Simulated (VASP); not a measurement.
# Mo (P6_3/mmc) in VASP: notebook

Mo is run at these levels: r2SCAN; tasks: single point, relaxation of cell and atoms.

Everything below comes from runs of VASP 6.6.1. Logs are shortened: lines on timing, memory, paths and dates and some standing lists are left out, and cuts for length are marked.

### Step 1. The cell of the first run

It takes space group P6_3/mmc (No. 194, hexagonal). The conventional cell has a = 2.735 Å, b = 2.735 Å, c = 4.931 Å, α = 90.00°, β = 90.00°, γ = 120.00°. Within 3.6 Å of Mo (site symmetry -6m2) lie 12 Mo at 2.74 to 2.93 Å.

This isn't the form of Mo at room conditions, which is bcc.

### Step 2. Single point, r2SCAN

File POSCAR:

```
Mo
1.0
    2.7354134106      0.0000000000      0.0000000000
   -1.3677067053      2.3689375034      0.0000000000
    0.0000000000      0.0000000000      4.9312294873
Mo
2
Direct
    0.3333333333      0.6666666667      0.2500000000
    0.6666666667      0.3333333333      0.7500000000
```

File INCAR.step1:

```
SYSTEM = Mo
  PREC = Accurate
  ENCUT = 520
  ISMEAR = 0
  SIGMA = 0.1
  LREAL = .FALSE.
  LASPH = .TRUE.
  NELM = 60
  NBANDS = 21
  GGA = PE
  ALGO = Normal
  EDIFF = 1E-4
  LWAVE = .TRUE.
  LCHARG = .FALSE.
```

File INCAR.step2:

```
SYSTEM = Mo
  PREC = Accurate
  ENCUT = 520
  EDIFF = 1E-6
  ISMEAR = 0
  SIGMA = 0.1
  LREAL = .FALSE.
  LASPH = .TRUE.
  NELM = 60
  ALGO = Normal
  ISIF = 2
  LWAVE = .FALSE.
  LCHARG = .TRUE.
  METAGGA = R2SCAN
  LMIXTAU = .TRUE.
  LELF = .TRUE.
  LVHAR = .TRUE.
  NBANDS = 21
  ISTART = 1
```

File KPOINTS:

```
regular mesh
0
G
  18 18 8
  0 0 0
```

Potentials or basis: VASP PAW PBE potentials, release 64 (Mo_sv).

The run is started by

```
$ cat potpaw_PBE.64/Mo_sv/POTCAR > POTCAR
$ cp INCAR.step1 INCAR
$ mpirun -np 1 vasp_std > vasp.out
$ cp INCAR.step2 INCAR
$ mpirun -np 1 vasp_std > vasp.out
```

OUTCAR:

```text
SYSTEM = Mo
   PREC = Accurate
   ENCUT = 520
   EDIFF = 1E-6
   ISMEAR = 0
   LREAL = .FALSE.
   LASPH = .TRUE.
   NELM = 60
   ISIF = 2
   METAGGA = R2SCAN
   ISTART = 1

 ion  position               nearest neighbor table
   1  0.333  0.667  0.250-   2 2.93   2 2.93   2 2.93   2 2.93   2 2.93   2 2.93
   2  0.667  0.333  0.750-   1 2.93   1 2.93   1 2.93   1 2.93   1 2.93   1 2.93

  LATTYP: Found a hexagonal cell.
 ALAT       =     2.7354134106
 C/A-ratio  =     1.8027364596

  Lattice vectors:

 A1 = (   2.7354134106,   0.0000000000,   0.0000000000)
 A2 = (  -1.3677067053,   2.3689375034,   0.0000000000)
 A3 = (   0.0000000000,   0.0000000000,   4.9312294873)

Analysis of symmetry for initial positions (statically):
=====================================================================
 Subroutine PRICEL returns:
 Original cell was already a primitive cell.

 Routine SETGRP: Setting up the symmetry group for a
 hexagonal supercell.

 Subroutine GETGRP returns: Found 24 space group operations
 (whereof 12 operations were pure point group operations)
 out of a pool of 24 trial point group operations.

The static configuration has the point symmetry D_3d.
 The point group associated with its full space group is D_6h.

Analysis of symmetry for dynamics (positions and initial velocities):
=====================================================================
 Subroutine PRICEL returns:
 Original cell was already a primitive cell.

 Routine SETGRP: Setting up the symmetry group for a
 hexagonal supercell.

 Subroutine GETGRP returns: Found 24 space group operations
 (whereof 12 operations were pure point group operations)
 out of a pool of 24 trial point group operations.

The dynamic configuration has the point symmetry D_3d.
 The point group associated with its full space group is D_6h.

 Subroutine INISYM returns: Found 24 space group operations
 (whereof 12 operations are pure point group operations),
 and found     1 'primitive' translations

----------------------------------------------------------------------------------------

                                     Primitive cell

  volume of cell :      31.9545

  direct lattice vectors                    reciprocal lattice vectors
     2.735413411  0.000000000  0.000000000     0.365575454  0.211065087  0.000000000
    -1.367706705  2.368937503  0.000000000     0.000000000  0.422130174  0.000000000
     0.000000000  0.000000000  4.931229487     0.000000000  0.000000000  0.202789183

  length of vectors
     2.735413411  2.735413411  4.931229487     0.422130174  0.422130174  0.202789183

  position of ions in fractional coordinates (direct lattice)
     0.333333333  0.666666667  0.250000000
     0.666666667  0.333333333  0.750000000

  ion indices of the primitive-cell ions
   primitive index   ion index
                 1           1
                 2           2

----------------------------------------------------------------------------------------

 KPOINTS: regular mesh

Automatic generation of k-mesh.
 Grid dimensions read from file:
 generate k-points for:   18   18    8

 Generating k-lattice:

  Cartesian coordinates                     Fractional coordinates (reciprocal lattice)
     0.020309747  0.011725838  0.000000000     0.055555556  0.000000000  0.000000000
     0.000000000  0.023451676  0.000000000     0.000000000  0.055555556  0.000000000
     0.000000000  0.000000000  0.025348648     0.000000000  0.000000000  0.125000000

  Length of vectors
     0.023451676  0.023451676  0.025348648

  Shift w.r.t. Gamma in fractional coordinates (k-lattice)
     0.000000000  0.000000000  0.000000000

 Subroutine IBZKPT returns following result:
 ===========================================

 Found    185 irreducible k-points:

 Following reciprocal coordinates:
            Coordinates               Weight
  0.000000  0.000000  0.000000      1.000000
  0.055556 -0.000000  0.000000      6.000000
  0.111111 -0.000000  0.000000      6.000000
  0.166667 -0.000000  0.000000      6.000000
  0.222222 -0.000000  0.000000      6.000000
  0.277778  0.000000  0.000000      6.000000
[... 16 lines left out ...]
  0.333333  0.111111  0.000000     12.000000
  0.388889  0.111111  0.000000     12.000000
 [... further k-points ...]
   k-points           NKPTS =    185   k-points in BZ     NKDIM =    185   number of bands    NBANDS=     21
   number of dos      NEDOS =    301   number of ions     NIONS =      2
   total plane-waves  NPLWV =  16000
   dimension x,y,z NGX =    20 NGY =   20 NGZ =   40
   dimension x,y,z NGXF=    40 NGYF=   40 NGZF=   80
   ions per type =               2
   NGX,Y,Z   is equivalent  to a cutoff of  12.16, 12.16, 13.49 a.u.
   NGXF,Y,Z  is equivalent  to a cutoff of  24.31, 24.31, 26.97 a.u.
 SYSTEM =  Mo
   PREC   = accura    normal or accurate (medium, high low for compatibility)
   ISTART =      1    job   : 0-new  1-cont  2-samecut
   ICHARG =      0    charge: 1-file 2-atom 10-const
   ISPIN  =      1    spin polarized calculation?
   LNONCOLLINEAR =      F non collinear calculations
   LSORBIT =      F    spin-orbit coupling
   LASPH  =      T    aspherical Exc in radial PAW
   ENCUT  =  520.0 eV  38.22 Ry    6.18 a.u.   5.09  5.09  9.17*2*pi/ulx,y,z
   NELM   =     60;   NELMIN=  2; NELMDL=  0     # of ELM steps
   EDIFF  = 0.1E-05   stopping-criterion for ELM
   LREAL  =      F    real-space projection
[... 7 lines left out ...]
   TEBEG  =    0.0;   TEEND  =   0.0 temperature during run
   PSTRESS=    0.0 pullay stress
   NELECT =      28.0000    total number of electrons
   NUPDOWN=      -1.0000    fix difference up-down
   EMIN   =  10.00;   EMAX   =-10.00  energy-range for DOS
   EFERMI =   0.00;   METHOD = LEGACY
   ISMEAR =     0;   SIGMA  =   0.10  broadening in eV -4-tet -1-fermi 0-gaus
   EFERMI_NEDOS =   21; number of points for ismear=-14 and -15
   IALGO  =     38    algorithm
   IMIX   =      4    mixing-type and parameters
     AMIX     =   0.40;   BMIX     =  1.00
     AMIX_MAG =   1.60;   BMIX_MAG =  1.00
  volume/ion in A,a.u.               =      15.98       107.82
  Fermi-wavevector in a.u.,A,eV,Ry     =   1.566572  2.960391 33.390691  2.454147
  Thomas-Fermi vector in A             =   2.668880
   LORBIT       =      0    0 simple, 1 ext, 2 COOP (PROOUT), +10 PAW based schemes
   METAGGA = R2SCAN    functional components
   LHFCALC =     F    Hartree Fock is set to
   AEXX    =    0.0000 exact exchange contribution
   IVDW    =     0    specifies the selected vdW correction
   LEPSILON=     F    determine dielectric tensor
   LRPA    =     F    only Hartree local field effects (RPA)
 non-spin polarized calculation
 Gauss-broadening in eV      SIGMA  =   0.10
  energy-cutoff  :      520.00
  volume of cell :       31.95
 maximum number of plane-waves:       894
   NGX = 11   NGY = 11   NGZ = 19

 number of electron      27.9999995 magnetization

 Free energy of the ion-electron system (eV)
  ---------------------------------------------------
  ext. energy  EPLUGINS =         0.00000000
  ---------------------------------------------------
  free energy    TOTEN  =       -51.17286039 eV

  energy without entropy =      -51.16156277  energy(sigma->0) =      -51.16721158

 E-fermi :  11.9619     XC(G=0): -14.4645

 val. band max:       11.9581708353   @ k =   0.3333   0.1111   0.5000
 cond. band min:      11.9736818688   @ k =   0.4444   0.1111   0.1250
 fundamental gap:      0.0155110335
 Fermi energy:        11.9618998740

 k-point     1 :       0.0000    0.0000    0.0000
  band No.  band energies     occupation
      1     -50.8993      2.00000
      2     -50.7323      2.00000
      3     -24.7550      2.00000
      4     -23.6463      2.00000
      5     -23.4117      2.00000
      6     -23.4117      2.00000
[... 13 lines left out ...]
     20      15.5658      0.00000
     21      21.9699      0.00000

 k-point     2 :       0.0556   -0.0000    0.0000
  band No.  band energies     occupation
      1     -50.8911      2.00000
      2     -50.7262      2.00000
      3     -24.7411      2.00000
      4     -23.6472      2.00000
      5     -23.4576      2.00000
      6     -23.4240      2.00000
[... 13 lines left out ...]
     20      15.9962      0.00000
     21      21.9502      0.00000

 k-point     3 :       0.1111   -0.0000    0.0000
  band No.  band energies     occupation
      1     -50.8671      2.00000
      2     -50.7088      2.00000
      3     -24.7003      2.00000
      4     -23.6505      2.00000
      5     -23.5891      2.00000
      6     -23.4870      2.00000
[... 13 lines left out ...]
     20      16.9368      0.00000
     21      21.8825      0.00000

 k-point     4 :       0.1667   -0.0000    0.0000
  band No.  band energies     occupation
      1     -50.8299      2.00000
      2     -50.6822      2.00000
      3     -24.6355      2.00000
      4     -23.7888      2.00000
      5     -23.6845      2.00000
      6     -23.6575      2.00000
[... 13 lines left out ...]
     20      18.0511      0.00000
     21      21.7576      0.00000

 k-point     5 :       0.2222   -0.0000    0.0000
  band No.  band energies     occupation
      1     -50.7834      2.00000
      2     -50.6499      2.00000
      3     -24.5516      2.00000
      4     -24.0307      2.00000
      5     -23.9198      2.00000
      6     -23.6702      2.00000
[... 13 lines left out ...]
     20      19.2083      0.00000
     21      21.5901      0.00000
[... 382 lines left out ...]
     20      20.8975      0.00000
     21      21.5383      0.00000

 k-point    22 :       0.2778    0.1111    0.0000
  band No.  band energies     occupation
      1     -50.6692      2.00000
      2     -50.5783      2.00000
      3     -24.5013      2.00000
      4     -24.3939      2.00000
      5     -24.3257      2.00000
      6     -23.7743      2.00000
[... 13 lines left out ...]
     20      21.6454      0.00000
     21      21.9629      0.00000

 k-point    23 :       0.3333    0.1111    0.0000
  band No.  band energies     occupation
      1     -50.6285      2.00000
      2     -50.5572      2.00000
      3     -24.6705      2.00000
      4     -24.5393      2.00000
      5     -24.2324      2.00000
      6     -23.8397      2.00000
[... 13 lines left out ...]
     20      21.7713      0.00000
     21      22.8833      0.00000

 k-point    24 :       0.3889    0.1111    0.0000
  band No.  band energies     occupation
      1     -50.5999      2.00000
      2     -50.5453      2.00000
      3     -24.7797      2.00000
      4     -24.6335      2.00000
      5     -24.1588      2.00000
      6     -23.8820      2.00000
[... 13 lines left out ...]
     20      21.1698      0.00000
     21      23.5418      0.00000

 [... further k-points ...]

------------------------ aborting loop because EDIFF is reached ----------------------------------------

  FORCE on cell =-STRESS in cart. coord.  units (eV):
  Direction    XX          YY          ZZ          XY          YZ          ZX
  --------------------------------------------------------------------------------------
  -------------------------------------------------------------------------------------
  Total        0.2161908      0.2161908      0.1712687      0.0000000      0.0000000      0.0000000
  in kB       10.8396672     10.8396672      8.5873024      0.0000000      0.0000000      0.0000000
  external PRESSURE =      10.0888790 kB  Pullay stress =       0.0000000 kB

 VOLUME and BASIS-vectors are now :
 -----------------------------------------------------------------------------
  energy-cutoff  :      520.00
  volume of cell :       31.95
      direct lattice vectors                 reciprocal lattice vectors
     2.735413411  0.000000000  0.000000000     0.365575454  0.211065087  0.000000000
    -1.367706705  2.368937503  0.000000000     0.000000000  0.422130174  0.000000000
     0.000000000  0.000000000  4.931229487     0.000000000  0.000000000  0.202789183

 POSITION                                       TOTAL-FORCE (eV/Angst)
 -----------------------------------------------------------------------------------
     -0.00000      1.57929      1.23281        -0.000000      0.000000      0.000000
      1.36771      0.78965      3.69842         0.000000     -0.000000      0.000000
 -----------------------------------------------------------------------------------
    total drift:                               -0.000000      0.000000     -0.000000

  FREE ENERGIE OF THE ION-ELECTRON SYSTEM (eV)
  ---------------------------------------------------
  free  energy   TOTEN  =       -51.1728603933 eV

  energy  without entropy=      -51.1615627654  energy(sigma->0) =      -51.16721158
```

It took 2.7 min on 1 thread of Intel Xeon 6975P-C (Granite Rapids), shared host; peak memory 0.22 GiB.

Results:

```yaml
Free_energy: -51.1729 eV
Pressure: 1.0 GPa
Band_gap_on_the_k_mesh: zero (bands 14 and 15 overlap by 2.07 eV)
```

Levels at points of the mesh, in eV from the Fermi level:
| k point | band 11 | band 12 | band 13 | band 14 | band 15 | band 16 | band 17 | band 18 |
| --- | --- | --- | --- | --- | --- | --- | --- | --- |
| (0.00, 0.00, 0.00) | -2.06 | -0.70 | -0.70 | -0.21 | -0.21 | 0.30 | 1.70 | 1.70 |
| (0.50, 0.00, 0.00) | -4.43 | -1.35 | -0.49 | -0.30 | -0.25 | 3.83 | 4.75 | 4.98 |
| (0.00, 0.00, 0.50) | -2.22 | -2.22 | -0.65 | -0.65 | -0.65 | -0.65 | 2.93 | 2.93 |
| (0.50, 0.00, 0.50) | -3.60 | -3.60 | 1.40 | 1.40 | 1.76 | 1.76 | 4.76 | 4.76 |

Caveat: the PAW data sets were made with another functional, which shifts forces and pressure a little.

### Step 3. Relaxation of cell and atoms, r2SCAN

This run uses another cell than the first one, of 15.06 Å³/atom.

File POSCAR:

```
Mo
1.0
    2.8031451152      0.0000000000      0.0000000000
   -1.4015725576      2.4275948803      0.0000000000
    0.0000000000      0.0000000000      4.4247628419
Mo
2
Direct
    0.3333333333      0.6666666667      0.2500000000
    0.6666666667      0.3333333333      0.7500000000
```

File INCAR.step1:

```
SYSTEM = Mo
PREC = Accurate ; ENCUT = 600
ISMEAR = 0 ; SIGMA = 0.1
LREAL = .FALSE. ; LASPH = .TRUE.
NELM = 60 ; GGA = PE
ALGO = Normal ; EDIFF = 1E-4
LWAVE = .TRUE. ; LCHARG = .FALSE.
```

File INCAR.step2:

```
SYSTEM = Mo
PREC = Accurate ; ENCUT = 600
EDIFF = 1E-6 ; ISMEAR = 0
SIGMA = 0.1 ; LREAL = .FALSE.
LASPH = .TRUE. ; NELM = 60
ALGO = Normal ; ISIF = 3
LWAVE = .FALSE. ; LCHARG = .FALSE.
METAGGA = R2SCAN ; LMIXTAU = .TRUE.
IBRION = 2 ; NSW = 80
EDIFFG = -0.05 ; ISTART = 1
```

File KPOINTS:

```
Automatic mesh
0
G
  12 12 4
  0 0 0
```

Potentials or basis: VASP PAW PBE potentials, release 64 (Mo_sv).

The run is started by

```
$ cat potpaw_PBE.64/Mo_sv/POTCAR > POTCAR
$ cp INCAR.step1 INCAR
$ mpirun -np 1 vasp_std > vasp.out
$ cp INCAR.step2 INCAR
$ mpirun -np 1 vasp_std > vasp.out
```

Wall time 25 min (1 thread of Intel Xeon Platinum 8175M at 2.50GHz (Skylake/Cascade Lake), shared host); peak memory 0.19 GiB.

Results (log left out):

```
Free energy                           : -51.1959 eV
Relaxed volume                        : 16.01 Å³/atom
Relaxed cell                          : a = 2.734 Å, b = 2.734 Å, c = 4.948 Å, α = 90.00°, β = 90.00°, γ = 120.00°
Space group after relaxing (to 0.1 Å) : P6_3/mmc (No. 194)
Energy gained by relaxing             : 111.0 meV/atom
Ionic steps                           : 18
Pressure after relaxing               : 0.0 GPa
Band gap on the k mesh                : zero (bands 14 and 15 overlap by 2.07 eV)
```

The path:
```
step  energy change (eV)  largest force (eV/Å)  pressure (GPa)  volume (Å³)
   1              0.0000                0.0000           14.09        30.11
   2              0.3353                0.0000          -25.27        36.25
   3             -0.0671                0.0000           -0.77        31.78
   4             -0.0673                0.0000           -0.16        31.70
   5             -0.0673                0.0000            0.10        31.67
   6             -0.0705                0.0000            0.18        31.66
   7             -0.0947                0.0000            1.09        31.62
   8             -0.1899                0.0000            3.33        31.50
   9             -0.0238                0.0000           12.77        31.05
  10             -0.2113                0.0000            4.71        31.42
  11             -0.2119                0.0000            5.21        31.39
  12             -0.2123                0.0000            5.13        31.40
  13             -0.2127                0.0000            4.95        31.44
  14             -0.2134                0.0000            4.74        31.46
  15             -0.2154                0.0000            4.13        31.53
  16             -0.2187                0.0000            2.92        31.67
  17             -0.2219                0.0000            0.56        31.95
  18             -0.2220                0.0000            0.00        32.02
```

Final structure:
```
CELL_PARAMETERS angstrom
2.73353 0.00000 0.00000
-1.36677 2.36731 0.00000
0.00000 0.00000 4.94815
ATOMIC_POSITIONS crystal
Mo 0.33333 0.66667 0.25000
Mo 0.66667 0.33333 0.75000
```

Levels at points of the mesh, in eV from the Fermi level:
```
           k point  band 10  band 11  band 12  band 13  band 14  band 15  band 16  band 17  band 18
(0.00, 0.00, 0.00)    -5.10    -2.09    -0.70    -0.70    -0.22    -0.22     0.26     1.74     1.74
(0.50, 0.00, 0.00)    -4.45    -4.43    -1.37    -0.49    -0.29    -0.21     3.81     4.77     4.99
(0.00, 0.00, 0.50)    -5.57    -2.23    -2.23    -0.64    -0.64    -0.64    -0.64     2.94     2.94
(0.50, 0.00, 0.50)    -5.03    -3.60    -3.60     1.43     1.43     1.76     1.76     4.89     4.89
```

Caveat: the PAW data sets were made with another functional, which shifts forces and pressure a little.
